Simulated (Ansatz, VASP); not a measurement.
One calculation of As, two programs

```
As
1.0
     4.91535    0.00000    0.00000
    -2.45767    4.25682    0.00000
     0.00000    0.00000    2.74901
As
3
Direct
  0.00000 0.00000 0.00000
  0.33333 0.66667 0.50000
  0.66667 0.33333 0.50000
```

Alike in both runs: functional r2SCAN; k mesh 6 × 6 × 6; occupations gaussian, width 0.1 eV; no spin polarisation.

Ansatz relaxed the structure, and its values are those at the end. VASP's run is a single point on that final structure, the one shown.

|  | VASP | Ansatz |
| --- | --- | --- |
| version | VASP 6.6.1 | Ansatz 0.2.0 |
| potentials or method | VASP PAW PBE potentials, release 64 (As), cutoff 520 eV | scalar-relativistic, plane waves, PAW |
| valence electrons in the cell | 15 | 45 |

```csv
,VASP,Ansatz,Ansatz less VASP
gap on the k mesh at the Fermi level (eV),none,none,-
pressure (GPa),-0.1,0.0,+0.11
```

VASP's potentials were made for PBE, not for r2SCAN. A gap of «none» marks a metal or a gap that the smearing closes. VASP's potentials hold 15 valence electrons a cell and Ansatz's 45, so a difference there can come from the potentials and not from the codes.

The k mesh is coarse, so the values compare programs but aren't converged.
